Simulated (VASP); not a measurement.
# SiO2 (I4_122) in VASP: notebook, part 2 of 2

VASP 6.6.1. Earlier steps stand in the parts before.

## Step 4: Single point, PBE+D3(BJ)

This run uses another cell than the first one, of 14.90 Å³/atom.

Input file INCAR:

```
PREC = Accurate ; ENCUT = 520
EDIFF = 1E-7 ; ISMEAR = -1
SIGMA = 0.05 ; LREAL = False
LASPH = True ; NELM = 80
ALGO = Normal ; ISIF = 2
LWAVE = False ; LCHARG = False
GGA = PE ; IVDW = 12
NBANDS = 44
```

Input file KPOINTS:

```
Automatic mesh
0
Gamma
  7 7 7
```

Input file POSCAR:

```
SiO2
1.0
   -2.8144721123      2.8144721123      5.6419952465
    2.8144721123     -2.8144721123      5.6419952465
    2.8144721123      2.8144721123     -5.6419952465
Si O
4 8
Direct
    0.8750000000      0.2662765461      0.8912765461
    0.0162765461      0.6250000000      0.8912765461
    0.7337234539      0.1250000000      0.1087234539
    0.3750000000      0.9837234539      0.1087234539
    0.6347853612      0.1347853612      0.5000000000
    0.4641599565      0.9641599565      0.9283199131
    0.0358400435      0.5358400435      0.0716800869
    0.1152146388      0.1152146388      0.0000000000
    0.8847853612      0.8847853612      0.0000000000
    0.8652146388      0.3652146388      0.5000000000
    0.2858400435      0.7141599565      0.0000000000
    0.7141599565      0.2858400435      0.0000000000
```

Potentials or basis: VASP PAW PBE potentials, release 64 (Si, O).

Launch:

```console
> cat potpaw_PBE.64/Si/POTCAR potpaw_PBE.64/O/POTCAR > POTCAR
> mpirun -np 1 vasp_std > vasp.out
```

OUTCAR:

```text
PREC = Accurate
   ENCUT = 520
   EDIFF = 1E-7
   ISMEAR = -1
   LREAL = False
   LASPH = True
   NELM = 80
   ISIF = 2
   GGA = PE
   IVDW = 12
 IVDW          = 12

 ion  position               nearest neighbor table
   1  0.875  0.266  0.891-   5 1.62   8 1.62  12 1.64   7 1.64   2 2.95   3 2.95
   2  0.016  0.625  0.891-   9 1.62  10 1.62   7 1.64  11 1.64   1 2.95   4 2.95
   3  0.734  0.125  0.109-   9 1.62  10 1.62  12 1.64   6 1.64   4 2.95   1 2.95
   4  0.375  0.984  0.109-   5 1.62   8 1.62   6 1.64  11 1.64   2 2.95   3 2.95
   5  0.635  0.135  0.500-   1 1.62   4 1.62
   6  0.464  0.964  0.928-   4 1.64   3 1.64
   7  0.036  0.536  0.072-   2 1.64   1 1.64
   8  0.115  0.115  0.000-   1 1.62   4 1.62
   9  0.885  0.885  0.000-   2 1.62   3 1.62
  10  0.865  0.365  0.500-   2 1.62   3 1.62
  11  0.286  0.714  0.000-   2 1.64   4 1.64
  12  0.714  0.286  0.000-   1 1.64   3 1.64

  LATTYP: Found a body centered tetragonal cell.
 ALAT       =     5.6289442246
 C/A-ratio  =     2.0046371118

  Lattice vectors:

 A1 = (  -2.8144721123,   2.8144721123,   5.6419952465)
 A2 = (   2.8144721123,  -2.8144721123,   5.6419952465)
 A3 = (   2.8144721123,   2.8144721123,  -5.6419952465)

Analysis of symmetry for initial positions (statically):
=====================================================================
 Subroutine PRICEL returns:
 Original cell was already a primitive cell.

 Routine SETGRP: Setting up the symmetry group for a
 body centered tetragonal supercell.

 Subroutine GETGRP returns: Found  8 space group operations
 (whereof  4 operations were pure point group operations)
 out of a pool of 16 trial point group operations.

The static configuration has the point symmetry D_2 .
 The point group associated with its full space group is D_4 .

Analysis of symmetry for dynamics (positions and initial velocities):
=====================================================================
 Subroutine PRICEL returns:
 Original cell was already a primitive cell.

 Routine SETGRP: Setting up the symmetry group for a
 body centered tetragonal supercell.

 Subroutine GETGRP returns: Found  8 space group operations
 (whereof  4 operations were pure point group operations)
 out of a pool of 16 trial point group operations.

The dynamic configuration has the point symmetry D_2 .
 The point group associated with its full space group is D_4 .

 Subroutine INISYM returns: Found  8 space group operations
 (whereof  4 operations are pure point group operations),
 and found     1 'primitive' translations

----------------------------------------------------------------------------------------

                                     Primitive cell

  volume of cell :     178.7667

  direct lattice vectors                    reciprocal lattice vectors
    -2.814472112  2.814472112  5.641995246     0.000000000  0.177653208  0.088621131
     2.814472112 -2.814472112  5.641995246     0.177653208  0.000000000  0.088621131
     2.814472112  2.814472112 -5.641995246     0.177653208  0.177653208  0.000000000

  length of vectors
     6.904680797  6.904680797  6.904680797     0.198530520  0.198530520  0.251239576

  position of ions in fractional coordinates (direct lattice)
     0.875000000  0.266276546  0.891276546
[... 82 lines left out ...]
   total plane-waves  NPLWV = 157464
   dimension x,y,z NGX =    54 NGY =   54 NGZ =   54
   dimension x,y,z NGXF=   108 NGYF=  108 NGZF=  108
   ions per type =               4   8
   NGX,Y,Z   is equivalent  to a cutoff of  13.00, 13.00, 13.00 a.u.
   NGXF,Y,Z  is equivalent  to a cutoff of  26.00, 26.00, 26.00 a.u.
 SYSTEM =  unknown system
   PREC   = accura    normal or accurate (medium, high low for compatibility)
   ISTART =      0    job   : 0-new  1-cont  2-samecut
   ICHARG =      2    charge: 1-file 2-atom 10-const
   ISPIN  =      1    spin polarized calculation?
   LNONCOLLINEAR =      F non collinear calculations
   LSORBIT =      F    spin-orbit coupling
   LASPH  =      T    aspherical Exc in radial PAW
   ENCUT  =  520.0 eV  38.22 Ry    6.18 a.u.  12.84 12.84 12.84*2*pi/ulx,y,z
   NELM   =     80;   NELMIN=  2; NELMDL= -5     # of ELM steps
   EDIFF  = 0.1E-06   stopping-criterion for ELM
   LREAL  =      F    real-space projection
   EDIFFG = 0.1E-05   stopping-criterion for IOM
   NSW    =      0    number of steps for IOM
   IBRION =     -1    ionic relax: 0-MD 1-quasi-New 2-CG
   NFREE  =      0    steps in history (QN), initial steepest desc. (CG)
   ISIF   =      2    stress and relaxation
   ISYM   =      2    0-nonsym 1-usesym 2-fastsym
   POTIM  = 0.5000    time-step for ionic-motion
   TEBEG  =    0.0;   TEEND  =   0.0 temperature during run
   PSTRESS=    0.0 pullay stress
   NELECT =      64.0000    total number of electrons
   NUPDOWN=      -1.0000    fix difference up-down
   EMIN   =  10.00;   EMAX   =-10.00  energy-range for DOS
   EFERMI =   0.00;   METHOD = LEGACY
   ISMEAR =    -1;   SIGMA  =   0.05  broadening in eV -4-tet -1-fermi 0-gaus
   EFERMI_NEDOS =   21; number of points for ismear=-14 and -15
   IALGO  =     38    algorithm
   IMIX   =      4    mixing-type and parameters
     AMIX     =   0.40;   BMIX     =  1.00
     AMIX_MAG =   1.60;   BMIX_MAG =  1.00
  volume/ion in A,a.u.               =      14.90       100.53
  Fermi-wavevector in a.u.,A,eV,Ry     =   1.162446  2.196704 18.385276  1.351280
  Thomas-Fermi vector in A             =   2.299007
   LORBIT       =      0    0 simple, 1 ext, 2 COOP (PROOUT), +10 PAW based schemes
   GGA     = PE    functional components
   LHFCALC =     F    Hartree Fock is set to
   AEXX    =    0.0000 exact exchange contribution
   IVDW    =    12    specifies the selected vdW correction
   LEPSILON=     F    determine dielectric tensor
   LRPA    =     F    only Hartree local field effects (RPA)
 non-spin polarized calculation
  energy-cutoff  :      520.00
  volume of cell :      178.77
 maximum number of plane-waves:      4877
 NGX is ok and might be reduce to    54
   NGX = 25   NGY = 25   NGZ = 25

 number of electron      63.9999992 magnetization

 Free energy of the ion-electron system (eV)
  ---------------------------------------------------
  ext. energy  EPLUGINS =         0.00000000
  ---------------------------------------------------
  free energy    TOTEN  =       -93.17330859 eV

  energy without entropy =      -93.17330859  energy(sigma->0) =      -93.17330859

 E-fermi :   1.3386     XC(G=0):  -8.2084

 val. band max:        0.2567810966   @ k =   0.0000   0.0000   0.0000
 cond. band min:       5.1079373539   @ k =   0.0000   0.0000   0.0000
 fundamental gap:      4.8511562573
 Fermi energy:         1.3386448753

 k-point     1 :       0.0000    0.0000    0.0000
  band No.  band energies     occupation
      1     -19.4895      2.00000
      2     -18.1755      2.00000
      3     -17.9457      2.00000
      4     -17.9457      2.00000
      5     -17.6722      2.00000
      6     -17.5332      2.00000
[... 1117 lines left out ...]
     43      10.6268      0.00000
     44      10.9863      0.00000

 [... further k-points ...]

------------------------ aborting loop because EDIFF is reached ----------------------------------------

 Edisp (eV)   -1.40109

 E8    (eV) :    -0.4682

  FORCE on cell =-STRESS in cart. coord.  units (eV):
  Direction    XX          YY          ZZ          XY          YZ          ZX
  --------------------------------------------------------------------------------------
  -------------------------------------------------------------------------------------
  Total      -0.10623    -0.10623     0.19650     0.00000     0.00000     0.00000
  in kB      -0.95206    -0.95206     1.76107     0.00000     0.00000     0.00000
  external pressure =       -0.05 kB  Pullay stress =        0.00 kB

 VOLUME and BASIS-vectors are now :
 -----------------------------------------------------------------------------
  energy-cutoff  :      520.00
  volume of cell :      178.77
      direct lattice vectors                 reciprocal lattice vectors
    -2.814472112  2.814472112  5.641995246     0.000000000  0.177653208  0.088621131
     2.814472112 -2.814472112  5.641995246     0.177653208  0.000000000  0.088621131
     2.814472112  2.814472112 -5.641995246     0.177653208  0.177653208  0.000000000

 POSITION                                       TOTAL-FORCE (eV/Angst)
 -----------------------------------------------------------------------------------
      0.79524      4.22171      1.41050         0.004591      0.000000     -0.000000
      4.22171      0.79524     -1.41050         0.000000      0.004591     -0.000000
     -1.40724      2.01923      4.23150         0.000000     -0.004591      0.000000
      2.01923     -1.40724      7.05249        -0.004591      0.000000      0.000000
      0.00000      2.81447      1.52092         0.000000      0.000000      0.003136
      4.01997      1.20549      2.82100        -0.005523     -0.005523     -0.000000
      1.60898     -1.20549      2.82100         0.005523      0.005523      0.000000
      0.00000      0.00000      1.30008         0.000000      0.000000     -0.003136
      0.00000      0.00000      9.98391         0.000000      0.000000      0.003136
     -0.00000      2.81447      4.12108         0.000000      0.000000     -0.003136
      1.20549     -1.20549      5.64200        -0.005523      0.005523      0.000000
     -1.20549      1.20549      5.64200         0.005523     -0.005523      0.000000
 -----------------------------------------------------------------------------------
    total drift:                                0.000000     -0.000000      0.000000

  FREE ENERGIE OF THE ION-ELECTRON SYSTEM (eV)
  ---------------------------------------------------
  free  energy   TOTEN  =       -94.5743985489 eV

  energy  without entropy=      -94.5743985489  energy(sigma->0) =      -94.57439855
```

Run time: 11 min. Hardware: 1 thread of Oxide Virtual Turin-like, shared host; peak memory 0.48 GiB.

What came out:

* Free energy: -94.5744 eV
* Pressure: 0.0 GPa
* Largest force: 0.008 eV/Å
* Band gap on the k mesh: 4.85 eV
* Dispersion energy per atom: -0.117 eV

Forces on the atoms (eV/Å):
```
Si   0.005  0.000  0.000
Si   0.000  0.005  0.000
Si   0.000 -0.005  0.000
Si  -0.005  0.000  0.000
O    0.000  0.000  0.003
O   -0.006 -0.006  0.000
O    0.006  0.006  0.000
O    0.000  0.000 -0.003
O    0.000  0.000  0.003
O    0.000  0.000 -0.003
O   -0.006  0.006  0.000
O    0.006 -0.006  0.000
```

Levels at points of the mesh, in eV from the valence-band top:
```
           k point  band 30  band 31  band 32  band 33  band 34  band 35
(0.00, 0.00, 0.00)    -0.70    -0.26     0.00     4.85     7.33     7.37
```

Caveat: three body term missing. A k mesh can miss the band edges.

## Step 5: Relaxation of cell and atoms, PBE

This run uses another cell than the first one, of 15.20 Å³/atom.

Input file INCAR:

```
ALGO = Normal
EDIFF = 1E-7
EDIFFG = -0.01
ENCUT = 600
GGA = PE
IBRION = 2
ISIF = 3
ISMEAR = -1
LASPH = T
LCHARG = F
LREAL = F
LWAVE = F
NELM = 100
NSW = 60
PREC = Accurate
SIGMA = 0.05
```

Input file KPOINTS:

```
k-points
0
Gamma
  7 7 7
```

Input file POSCAR:

```
SiO2
1.0
   -2.8378980000      2.8378980000      5.6602100000
    2.8378980000     -2.8378980000      5.6602100000
    2.8378980000      2.8378980000     -5.6602100000
Si O
4 8
Direct
    0.8750000000      0.2636180000      0.8886180000
    0.0136180000      0.6250000000      0.8886180000
    0.7363820000      0.1250000000      0.1113820000
    0.3750000000      0.9863820000      0.1113820000
    0.6337270000      0.1337270000      0.5000000000
    0.4678770000      0.9678770000      0.9357540000
    0.0321230000      0.5321230000      0.0642460000
    0.1162730000      0.1162730000      0.0000000000
    0.8837270000      0.8837270000      0.0000000000
    0.8662730000      0.3662730000      0.5000000000
    0.2821230000      0.7178770000      0.0000000000
    0.7178770000      0.2821230000      0.0000000000
```

Launch:

```console
> cat potpaw_PBE.64/Si/POTCAR potpaw_PBE.64/O/POTCAR > POTCAR
> mpirun -np 1 vasp_std > vasp.out
```

Run time: 55 min. Hardware: 1 thread of Oxide Virtual Turin-like, shared host; peak memory 0.58 GiB.

Results (log left out):

```
Free energy                           : -93.2230 eV
Relaxed volume                        : 15.16 Å³/atom
Relaxed cell                          : a = 6.935 Å, b = 6.935 Å, c = 6.935 Å, α = 131.74°, β = 131.74°, γ = 70.64°
Space group after relaxing (to 0.1 Å) : I4_122 (No. 98)
Energy gained by relaxing             : 0.0 meV/atom
Ionic steps                           : 9
Pressure after relaxing               : 0.0 GPa
Largest force after relaxing          : 0.010 eV/Å
Band gap on the k mesh                : 4.84 eV
```

Forces in eV/Å, atoms in the order of the input:
```
Si   0.010  0.000  0.000
Si   0.000  0.010  0.000
Si   0.000 -0.010  0.000
Si  -0.010  0.000  0.000
O    0.000  0.000  0.006
O    0.000  0.000  0.000
O    0.000  0.000  0.000
O    0.000  0.000 -0.006
O    0.000  0.000  0.006
O    0.000  0.000 -0.006
O    0.000  0.000  0.000
O    0.000  0.000  0.000
```

Step by step:
```
step  energy change (eV)  largest force (eV/Å)  pressure (GPa)  volume (Å³)
   1              0.0000                0.0103           -0.17       182.34
   2              0.0001                0.0414            0.22       181.91
   3             -0.0001                0.0120           -0.01       182.16
   4             -0.0001                0.0116           -0.01       182.16
   5             -0.0001                0.0133            0.01       182.11
   6             -0.0001                0.0181            0.01       182.09
   7             -0.0001                0.0173            0.01       182.07
   8             -0.0002                0.0148            0.01       182.03
   9             -0.0002                0.0098            0.02       181.94
```

Final structure:
```
Si O
1.0
    -2.83522    2.83522    5.65827
     2.83522   -2.83522    5.65827
     2.83522    2.83522   -5.65827
Si O
4 8
Direct
  0.87500 0.26387 0.88887
  0.01387 0.62500 0.88887
  0.73613 0.12500 0.11113
  0.37500 0.98613 0.11113
  0.63380 0.13380 0.50000
  0.46757 0.96757 0.93514
  0.03243 0.53243 0.06487
  0.11620 0.11620 0.00000
  0.88380 0.88380 0.00000
  0.86620 0.36620 0.50000
  0.28243 0.71757 0.00000
  0.71757 0.28243 0.00000
```

Levels at points of the mesh, in eV from the valence-band top:
```csv
k point,band 28,band 29,band 30,band 31,band 32,band 33,band 34,band 35,band 36,band 37
"(0.00, 0.00, 0.00)",-1.48,-0.67,-0.67,-0.25,0.00,4.84,7.27,7.28,8.88,8.88
```

A k mesh can miss the band edges.

## Step 6: Overview

| task | level | cell | cutoff (eV) | gap on the mesh (eV) | pressure (GPa) | largest force (eV/Å) |
| --- | --- | --- | --- | --- | --- | --- |
| single point | PBE+D4 | a = 6.901 Å, angles 132.0, 132.0, 70.3°, 12 atoms, atomic positions A | 520 | 4.85 | 0.1 | 0.01 |
| single point | PBE+D3(BJ) | a = 6.902 Å, angles 131.9, 131.9, 70.4°, 12 atoms, atomic positions B | 520 | 4.85 | 0.1 | 0.01 |
| single point | PBE+D3(BJ) | a = 6.905 Å, angles 131.9, 131.9, 70.4°, 12 atoms, atomic positions C | 520 | 4.85 | 0.0 | 0.01 |
| relaxation of cell and atoms | PBE | relaxed from a = 6.939 Å, angles 131.7, 131.7, 70.7°, 12 atoms, atomic positions D | 600 | 4.84 | 0.0 | 0.01 |

Alike in all rows: potentials or basis VASP PAW PBE potentials, release 64 (Si, O); no spin polarisation; k mesh 7 × 7 × 7; smearing fermi-dirac 0.05 eV.

Caveats: three body term missing (at least some runs).

Absolute energies hang on the potentials; compare differences alone.
